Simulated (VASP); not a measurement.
A run of VASP 6.6.1 is set up as follows.

File INCAR:

```
PREC = Accurate
ENCUT = 520
EDIFF = 1E-7
ISMEAR = 0
SIGMA = 0.05
LREAL = False
LASPH = True
NELM = 80
ALGO = Normal
ISIF = 2
LWAVE = False
LCHARG = True
GGA = PE
LELF = True
LVHAR = True
NBANDS = 36
```

The input KPOINTS:

```
Automatic mesh
0
Gamma
  1 1 13
```

The input POSCAR:

```
Au
1.0
   13.2000000000      0.0000000000      0.0000000000
    0.0000000000     13.5000000000      0.0000000000
    0.0000000000      0.0000000000      2.7164566418
Au
5
Direct
    0.5000000000      0.5000000000      0.0000000000
    0.5000000000      0.3183705436      0.5000000000
    0.5000000000      0.6816294564      0.5000000000
    0.3142319037      0.5000000000      0.5000000000
    0.6857680963      0.5000000000      0.5000000000
```

Potentials or basis: VASP PAW PBE potentials, release 64 (Au).

Launch:

```sh
$ cat potpaw_PBE.64/Au/POTCAR > POTCAR
$ mpirun -np 1 vasp_std > vasp.out
```

(1) Estimate the band gap on the k mesh.

(2) Predict the largest force.

Answers

(1) zero (an odd number of electrons rules out a gap without spin polarisation).

(2) 0.008 eV/Å.

Caveat: spin-orbit coupling is left out, which moves the levels of the heavy elements.
